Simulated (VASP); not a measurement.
A run of VASP 6.6.1:

File POSCAR:

```
Lu
1.0
    3.4315880974      0.0000000000      0.0000000000
   -1.7157940487      2.9718424677      0.0000000000
    0.0000000000      0.0000000000      5.4375845309
Lu
2
Direct
    0.6666666667      0.3333333333      0.7500000000
    0.3333333333      0.6666666667      0.2500000000
```

Contents of INCAR.step1:

```
SYSTEM = Lu
PREC = Accurate
ENCUT = 520
ISMEAR = -1
SIGMA = 0.05
LREAL = .FALSE.
LASPH = .TRUE.
NELM = 100
NBANDS = 32
GGA = PE
ALGO = Normal
EDIFF = 1E-4
LWAVE = .TRUE.
LCHARG = .FALSE.
```

Contents of INCAR.step2:

```
SYSTEM = Lu
PREC = Accurate
ENCUT = 520
EDIFF = 1E-6
ISMEAR = -1
SIGMA = 0.05
LREAL = .FALSE.
LASPH = .TRUE.
NELM = 100
ALGO = Normal
ISIF = 2
LWAVE = .FALSE.
LCHARG = .TRUE.
METAGGA = R2SCAN
LMIXTAU = .TRUE.
LELF = .TRUE.
LVHAR = .TRUE.
NBANDS = 32
ISTART = 1
```

Contents of KPOINTS:

```
Automatic mesh
0
G
  9 9 5
  0 0 0
```

Potentials or basis: VASP PAW PBE potentials, release 64 (Lu).

Command:

```console
$ cat potpaw_PBE.64/Lu/POTCAR > POTCAR
$ cp INCAR.step1 INCAR
$ mpirun -np 1 vasp_std > vasp.out
$ cp INCAR.step2 INCAR
$ mpirun -np 1 vasp_std > vasp.out
```

Hardware: 1 thread of Intel Xeon 8259CL, with other jobs on the host.

Task: How long does it take, and how much memory?

Result: Run time: 5.7 min on 1 thread of Intel Xeon 8259CL (shared host), peak memory 0.22 GiB. Counts: k points 36.
